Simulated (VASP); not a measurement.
# Al4N5 in VASP: single point with PBE

Aim: the single point of Al4N5 with PBE.

Everything below comes from runs of VASP 6.6.1. Logs are shortened: lines on timing, memory, paths and dates and some standing lists are left out, and cuts for length are marked.

### 1 The cell of the first run

The cell holds a slab with vacuum, 9 atoms: a = 3.130 Å, b = 3.130 Å, c = 23.562 Å, α = 90.00°, β = 90.00°, γ = 120.00°.

### 2 Single point, PBE, collinear spin

The input, INCAR:

```
SYSTEM = Al4N5
ALGO = Normal
DIPOL = 0.5 0.5 0.370
EDIFF = 1E-6
ENCUT = 520
GGA = PE
IDIPOL = 3
ISIF = 2
ISMEAR = 0
ISPIN = 2
LASPH = .True.
LCHARG = .False.
LDIPOL = .True.
LORBIT = 11
LREAL = .False.
LWAVE = .False.
MAGMOM = 0 0 0 0 3 0 0 0 0
NBANDS = 32
NELM = 150
PREC = Accurate
SIGMA = 0.05
```

The input, KPOINTS:

```
k-points
0
Gamma
  9 9 1
  0 0 0
```

The input, POSCAR:

```
Al4N5
1.0
    3.1297683446      0.0000000000      0.0000000000
   -1.5648841723      2.7104588944      0.0000000000
    0.0000000000      0.0000000000     23.5622383296
N Al
5 4
Direct
    0.3333333333      0.6666666667      0.1697631585
    0.6666666667      0.3333333333      0.2762323142
    0.3333333333      0.6666666667      0.3850947236
    0.6666666667      0.3333333333      0.4903953008
    0.3333333333      0.8333333333      0.5913372883
    0.6666666667      0.3333333333      0.1949871942
    0.3333333333      0.6666666667      0.3014563499
    0.6666666667      0.3333333333      0.4056970604
    0.3333333333      0.6666666667      0.5119309193
```

Potentials or basis: VASP PAW PBE potentials, release 64 (N, Al).

Started as:

```
> cat potpaw_PBE.64/N/POTCAR potpaw_PBE.64/Al/POTCAR > POTCAR
> mpirun -np 1 vasp_std > vasp.out
```

OUTCAR:

```text
SYSTEM = Al4N5
   EDIFF = 1E-6
   ENCUT = 520
   GGA = PE
   ISIF = 2
   ISMEAR = 0
   ISPIN = 2
   LASPH = .True.
   LORBIT = 11
   LREAL = .False.
   NELM = 150
   PREC = Accurate

 ion  position               nearest neighbor table
   1  0.333  0.667  0.170-   6 1.90   6 1.90   6 1.90
   2  0.667  0.333  0.276-   7 1.90   7 1.90   7 1.90   6 1.91
   3  0.333  0.667  0.385-   8 1.87   8 1.87   8 1.87   7 1.97
   4  0.667  0.333  0.490-   9 1.88   9 1.88   9 1.88   8 2.00
   5  0.333  0.833  0.591-   9 1.94
   6  0.667  0.333  0.195-   1 1.90   1 1.90   1 1.90   2 1.91   7 3.09   7 3.09   7 3.09
   7  0.333  0.667  0.301-   2 1.90   2 1.90   2 1.90   3 1.97   8 3.05   8 3.05   8 3.05   6 3.09
                             6 3.09   6 3.09
   8  0.667  0.333  0.406-   3 1.87   3 1.87   3 1.87   4 2.00   7 3.05   7 3.05   7 3.05   9 3.09
                             9 3.09   9 3.09
   9  0.333  0.667  0.512-   4 1.88   4 1.88   4 1.88   5 1.94   8 3.09   8 3.09   8 3.09

  LATTYP: Found a hexagonal cell.
 ALAT       =     3.1297683446
 C/A-ratio  =     7.5284288597

  Lattice vectors:

 A1 = (   3.1297683446,   0.0000000000,   0.0000000000)
 A2 = (  -1.5648841723,   2.7104588944,   0.0000000000)
 A3 = (   0.0000000000,   0.0000000000,  23.5622383296)

Analysis of symmetry for initial positions (statically):
=====================================================================
 Subroutine PRICEL returns:
 Original cell was already a primitive cell.

 Routine SETGRP: Setting up the symmetry group for a
 hexagonal supercell.

 Subroutine GETGRP returns: Found  1 space group operations
 (whereof  1 operations were pure point group operations)
 out of a pool of 24 trial point group operations.

The static configuration has the point symmetry C_1 .

Analysis of symmetry for dynamics (positions and initial velocities):
=====================================================================
 Subroutine PRICEL returns:
 Original cell was already a primitive cell.

 Routine SETGRP: Setting up the symmetry group for a
 hexagonal supercell.

 Subroutine GETGRP returns: Found  1 space group operations
 (whereof  1 operations were pure point group operations)
 out of a pool of 24 trial point group operations.

The dynamic configuration has the point symmetry C_1 .

Analysis of structural, dynamic, and magnetic symmetry:
=====================================================================
 Subroutine PRICEL returns:
 Original cell was already a primitive cell.

 Routine SETGRP: Setting up the symmetry group for a
 hexagonal supercell.

 Subroutine GETGRP returns: Found  1 space group operations
 (whereof  1 operations were pure point group operations)
 out of a pool of 24 trial point group operations.

The overall configuration has the point symmetry C_1 .

 Subroutine INISYM returns: Found  1 space group operations
 (whereof  1 operations are pure point group operations),
 and found     1 'primitive' translations

----------------------------------------------------------------------------------------

                                     Primitive cell

  volume of cell :     199.8810

  direct lattice vectors                    reciprocal lattice vectors
     3.129768345  0.000000000  0.000000000     0.319512465  0.184470608  0.000000000
    -1.564884172  2.710458894  0.000000000     0.000000000  0.368941216  0.000000000
     0.000000000  0.000000000 23.562238330     0.000000000  0.000000000  0.042440790

  length of vectors
     3.129768345  3.129768345 23.562238330     0.368941216  0.368941216  0.042440790

  position of ions in fractional coordinates (direct lattice)
     0.333333333  0.666666667  0.169763158
     0.666666667  0.333333333  0.276232314
     0.333333333  0.666666667  0.385094724
     0.666666667  0.333333333  0.490395301
     0.333333333  0.833333333  0.591337288
     0.666666667  0.333333333  0.194987194
     0.333333333  0.666666667  0.301456350
     0.666666667  0.333333333  0.405697060
     0.333333333  0.666666667  0.511930919

  ion indices of the primitive-cell ions
   primitive index   ion index
                 1           1
                 2           2
                 3           3
                 4           4
                 5           5
                 6           6
                 7           7
                 8           8
                 9           9

----------------------------------------------------------------------------------------

 KPOINTS: k-points

Automatic generation of k-mesh.
 Grid dimensions read from file:
 generate k-points for:    9    9    1

 Generating k-lattice:

  Cartesian coordinates                     Fractional coordinates (reciprocal lattice)
     0.035501385  0.020496734  0.000000000     0.111111111  0.000000000  0.000000000
     0.000000000  0.040993468  0.000000000     0.000000000  0.111111111  0.000000000
     0.000000000  0.000000000  0.042440790     0.000000000  0.000000000  1.000000000

  Length of vectors
     0.040993468  0.040993468  0.042440790

  Shift w.r.t. Gamma in fractional coordinates (k-lattice)
     0.000000000  0.000000000  0.000000000

 Subroutine IBZKPT returns following result:
 ===========================================

 Found     41 irreducible k-points:

 Following reciprocal coordinates:
            Coordinates               Weight
  0.000000  0.000000  0.000000      1.000000
  0.111111 -0.000000  0.000000      2.000000
  0.000000  0.111111  0.000000      2.000000
 -0.111111  0.111111  0.000000      2.000000
  0.222222  0.000000  0.000000      2.000000
  0.000000  0.222222  0.000000      2.000000
[... 16 lines left out ...]
  0.333333  0.111111  0.000000      2.000000
 -0.111111  0.444444  0.000000      2.000000
 [... further k-points ...]
   k-points           NKPTS =     41   k-points in BZ     NKDIM =     41   number of bands    NBANDS=     32
   number of dos      NEDOS =    301   number of ions     NIONS =      9
   total plane-waves  NPLWV = 103680
   dimension x,y,z NGX =    24 NGY =   24 NGZ =  180
   dimension x,y,z NGXF=    48 NGYF=   48 NGZF=  360
   ions per type =               5   4
   NGX,Y,Z   is equivalent  to a cutoff of  12.75, 12.75, 12.70 a.u.
   NGXF,Y,Z  is equivalent  to a cutoff of  25.50, 25.50, 25.40 a.u.
 SYSTEM =  Al4N5
   PREC   = accura    normal or accurate (medium, high low for compatibility)
   ISTART =      0    job   : 0-new  1-cont  2-samecut
   ICHARG =      2    charge: 1-file 2-atom 10-const
   ISPIN  =      2    spin polarized calculation?
   LNONCOLLINEAR =      F non collinear calculations
   LSORBIT =      F    spin-orbit coupling
   LASPH  =      T    aspherical Exc in radial PAW
   ENCUT  =  520.0 eV  38.22 Ry    6.18 a.u.   5.82  5.82 43.81*2*pi/ulx,y,z
   NELM   =    150;   NELMIN=  2; NELMDL= -5     # of ELM steps
   EDIFF  = 0.1E-05   stopping-criterion for ELM
   LREAL  =      F    real-space projection
   EDIFFG = 0.1E-04   stopping-criterion for IOM
   NSW    =      0    number of steps for IOM
   IBRION =     -1    ionic relax: 0-MD 1-quasi-New 2-CG
   NFREE  =      0    steps in history (QN), initial steepest desc. (CG)
   ISIF   =      2    stress and relaxation
   ISYM   =      2    0-nonsym 1-usesym 2-fastsym
   POTIM  = 0.5000    time-step for ionic-motion
   TEBEG  =    0.0;   TEEND  =   0.0 temperature during run
   PSTRESS=    0.0 pullay stress
   NELECT =      37.0000    total number of electrons
   NUPDOWN=      -1.0000    fix difference up-down
   EMIN   =  10.00;   EMAX   =-10.00  energy-range for DOS
   EFERMI =   0.00;   METHOD = LEGACY
   ISMEAR =     0;   SIGMA  =   0.05  broadening in eV -4-tet -1-fermi 0-gaus
   EFERMI_NEDOS =   21; number of points for ismear=-14 and -15
   IALGO  =     38    algorithm
   IMIX   =      4    mixing-type and parameters
     AMIX     =   0.40;   BMIX     =  1.00
     AMIX_MAG =   1.60;   BMIX_MAG =  1.00
  volume/ion in A,a.u.               =      22.21       149.87
  Fermi-wavevector in a.u.,A,eV,Ry     =   0.933007  1.763128 11.843899  0.870502
  Thomas-Fermi vector in A             =   2.059664
   LORBIT       =     11    0 simple, 1 ext, 2 COOP (PROOUT), +10 PAW based schemes
   GGA     = PE    functional components
   LHFCALC =     F    Hartree Fock is set to
   AEXX    =    0.0000 exact exchange contribution
   IVDW    =     0    specifies the selected vdW correction
   LEPSILON=     F    determine dielectric tensor
   LRPA    =     F    only Hartree local field effects (RPA)
 spin polarized calculation
 Gauss-broadening in eV      SIGMA  =   0.05
  energy-cutoff  :      520.00
  volume of cell :      199.88
 maximum number of plane-waves:      5411
   NGX = 11   NGY = 11   NGZ = 87

 dipolmoment           0.000000      0.000000      0.096323 electrons x Angstroem

 number of electron      36.9999999 magnetization       2.4324831

 dipolmoment           0.000000      0.000000     -0.006155 electrons x Angstroem

 Free energy of the ion-electron system (eV)
  ---------------------------------------------------
  ext. energy  EPLUGINS =         0.00000000
  ---------------------------------------------------
  free energy    TOTEN  =       -60.84164030 eV

  energy without entropy =      -60.83119879  energy(sigma->0) =      -60.83641955

 E-fermi :  -0.9519     XC(G=0):  -5.7769

 val. band max:       -0.9530295238   @ k =   0.0000   0.0000   0.0000
 cond. band min:      -0.9509745361   @ k =  -0.2222   0.4444   0.0000
 fundamental gap:      0.0020549878
 Fermi energy:        -0.9518710985

 spin component 1

 k-point     1 :       0.0000    0.0000    0.0000
  band No.  band energies     occupation
      1     -17.2028      1.00000
      2     -16.4226      1.00000
      3     -15.8092      1.00000
      4     -14.7393      1.00000
      5     -14.0803      1.00000
      6      -7.4427      1.00000
[... 781 lines left out ...]
     29       8.6250      0.00000
     30       8.8525      0.00000

 [... further k-points ...]

 spin component 2

 k-point     1 :       0.0000    0.0000    0.0000
  band No.  band energies     occupation
      1     -17.1438      1.00000
      2     -16.2583      1.00000
      3     -15.6834      1.00000
      4     -14.0308      1.00000
      5     -11.9729      1.00000
      6      -7.3290      1.00000
[... 781 lines left out ...]
     29       8.7767      0.00000
     30       8.9753      0.00000

 [... further k-points ...]

 [bands above 30 left out]

------------------------ aborting loop because EDIFF is reached ----------------------------------------

 vacuum level on the upper side and lower side of the slab       (xc-potential included)        -0.065         0.063

  FORCE on cell =-STRESS in cart. coord.  units (eV):
  Direction    XX          YY          ZZ          XY          YZ          ZX
  --------------------------------------------------------------------------------------
  -------------------------------------------------------------------------------------
  Total        0.8653764      1.2295971     -1.4439256      0.2068736     -0.0474608     -0.1665556
  in kB        6.9365585      9.8560263    -11.5740098      1.6582277     -0.3804294     -1.3350525
  external PRESSURE =       1.7395250 kB  Pullay stress =       0.0000000 kB

 VOLUME and BASIS-vectors are now :
 -----------------------------------------------------------------------------
  energy-cutoff  :      520.00
  volume of cell :      199.88
      direct lattice vectors                 reciprocal lattice vectors
     3.129768345  0.000000000  0.000000000     0.319512465  0.184470608  0.000000000
    -1.564884172  2.710458894  0.000000000     0.000000000  0.368941216  0.000000000
     0.000000000  0.000000000 23.562238330     0.000000000  0.000000000  0.042440790

 POSITION                                       TOTAL-FORCE (eV/Angst)
 -----------------------------------------------------------------------------------
     -0.00000      1.80697      4.00000        -0.000566      0.000207      1.897879
      1.56488      0.90349      6.50865         0.000048     -0.000745      1.198241
     -0.00000      1.80697      9.07369         0.000103     -0.003730     -0.914910
      1.56488      0.90349     11.55481        -0.002146      0.136706     -1.044371
     -0.26081      2.25872     13.93323        -0.094434     -0.001834      0.027316
      1.56488      0.90349      4.59433         0.000133      0.000012     -2.282751
     -0.00000      1.80697      7.10299        -0.000030     -0.000671     -0.601729
      1.56488      0.90349      9.55913        -0.002666     -0.002512      1.109169
     -0.00000      1.80697     12.06224         0.099558     -0.127435      0.611155
 -----------------------------------------------------------------------------------
    total drift:                               -0.000024      0.000184     -0.000262

  FREE ENERGIE OF THE ION-ELECTRON SYSTEM (eV)
  ---------------------------------------------------
  free  energy   TOTEN  =       -60.8416402993 eV

  energy  without entropy=      -60.8311987938  energy(sigma->0) =      -60.83641955

 vacuum level on the upper side and lower side of the slab         6.493         6.626

 total charge

# of ion       s       p       d       tot
------------------------------------------
    1        1.256   2.440   0.000   3.696
    2        1.229   2.613   0.000   3.842
    3        1.225   2.636   0.000   3.861
    4        1.227   2.613   0.000   3.840
    5        1.331   2.068   0.000   3.400
    6        0.370   0.426   0.000   0.796
    7        0.362   0.424   0.000   0.786
    8        0.367   0.434   0.000   0.802
    9        0.373   0.433   0.000   0.806
--------------------------------------------------
tot          7.740  14.087   0.000  21.827

 magnetization (x)

# of ion       s       p       d       tot
------------------------------------------
    1        0.000   0.034   0.000   0.034
    2       -0.000   0.003   0.000   0.003
    3        0.001   0.010   0.000   0.011
    4        0.007   0.085   0.000   0.091
    5        0.046   1.427   0.000   1.474
    6       -0.001   0.002   0.000   0.001
    7       -0.000   0.000   0.000   0.000
    8        0.001   0.004   0.000   0.006
    9       -0.003   0.006   0.000   0.003
--------------------------------------------------
tot          0.051   1.571   0.000   1.623
```

Wall time 26 min (1 thread of Oxide Virtual Turin-like, shared host); peak memory 0.58 GiB.

What came out:

```
Free energy                                           : -60.8416 eV
Largest force                                         : 2.283 eV/Å
Net moment                                            : 2.43 μB per cell
Site moments                                          : N +0.03, +0.00, +0.01, +0.09, +1.47; Al +0.00, +0.01 (each value once) μB
Valence electrons inside the program's atomic spheres : N 3.70, 3.84, 3.86, 3.40 (each value once); Al 0.80, 0.79, 0.81 (each value once)
```

Forces in eV/Å, atoms in the order of the input:
```
N   -0.001  0.000  1.898
N    0.000 -0.001  1.198
N    0.000 -0.004 -0.915
N   -0.002  0.137 -1.044
N   -0.094 -0.002  0.027
Al   0.000  0.000 -2.283
Al   0.000 -0.001 -0.602
Al  -0.003 -0.003  1.109
Al   0.100 -0.127  0.611
```
